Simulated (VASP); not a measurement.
## Be4Os: single point with PBE

The system is Be4Os.

```
Be Os
1.0
    -2.52219    2.52219    1.82742
     2.52219   -2.52219    1.82742
     2.52219    2.52219   -1.82742
Be Os
4 1
Direct
  0.19696 0.50000 0.69696
  0.50000 0.19696 0.69696
  0.50000 0.80304 0.30304
  0.80304 0.50000 0.30304
  0.00000 0.00000 0.00000
```

```yaml
Program: VASP 6.6.1
Task: single point
Functional: PBE
Potentials_or_basis: VASP PAW PBE potentials, release 64 (Be, Os)
Cutoff: 520 eV
k_mesh: 6 × 6 × 6
Occupations: gaussian, width 0.1 eV
Spin: no spin polarisation
Dipole_correction: no
Further_INCAR_settings: ALGO = Normal; EDIFF = 1e-06; NBANDS = 16
```

```
Pressure               : 0.0 GPa
Largest force          : 0.008 eV/Å
Band gap on the k mesh : zero (band 8 reaches 8.63 eV, above the bottom of band 9 at 6.10 eV)
```

Forces in eV/Å, atoms in the order of the input:
```
Be   0.000  0.008  0.000
Be   0.008  0.000  0.000
Be  -0.008  0.000  0.000
Be   0.000 -0.008  0.000
Os   0.000  0.000  0.000
```

Stress tensor (GPa, compression positive):
```
0.01 0.00 0.00
0.00 0.01 0.00
0.00 0.00 0.10
```

Levels at points of the mesh, in eV from the Fermi level:
```tsv
k point	band 4	band 5	band 6	band 7	band 8	band 9	band 10	band 11	band 12	band 13
(0.00, 0.00, 0.00)	-3.15	-3.15	-2.06	0.50	1.48	1.65	1.65	3.24	3.24	5.11
(0.50, 0.00, 0.00)	-3.93	-3.33	-2.45	-2.35	-1.32	-1.04	2.15	5.85	6.12	6.46
(0.50, 0.50, 0.00)	-4.30	-2.78	-1.62	-0.97	-0.59	1.70	2.23	3.51	3.54	6.07
(0.50, 0.50, 0.50)	-5.14	-2.71	-1.94	-1.94	-1.91	-0.84	1.15	6.22	6.84	9.78
```

Run time: 23 s on 1 thread of AMD EPYC 9R45 (Zen 5), on a shared host, peak memory 0.15 GiB.

Caveat: spin-orbit coupling is left out, which moves the levels of the heavy elements.
